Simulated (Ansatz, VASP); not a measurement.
## Al: VASP beside Ansatz

```
CELL_PARAMETERS angstrom
0.00000 2.07458 2.07458
2.07458 0.00000 2.07458
2.07458 2.07458 0.00000
ATOMIC_POSITIONS crystal
Al 0.00000 0.00000 0.00000
```

Change from the starting cell: strain +0.025 along x and y, +0.025 along z, atoms carried along.

Alike in both runs: task single point; functional PBE; k mesh 20 × 20 × 20; occupations gaussian, width 0.15 eV; no spin polarisation.

```csv
,VASP,Ansatz
version,VASP 6.6.1,Ansatz 0.2.0
potentials or method,"VASP PAW PBE potentials, release 64 (Al), cutoff 520 eV","scalar-relativistic, plane waves, PAW"
valence electrons in the cell,3,3
```

VASP gave:

- gap on the k mesh at the Fermi level (eV): none
- pressure (GPa): -5.1

Task: Estimate Ansatz's values.

Result: gap on the k mesh at the Fermi level (eV): none; pressure (GPa): -5.0.

A gap of «none» marks a metal or a gap that the smearing closes.
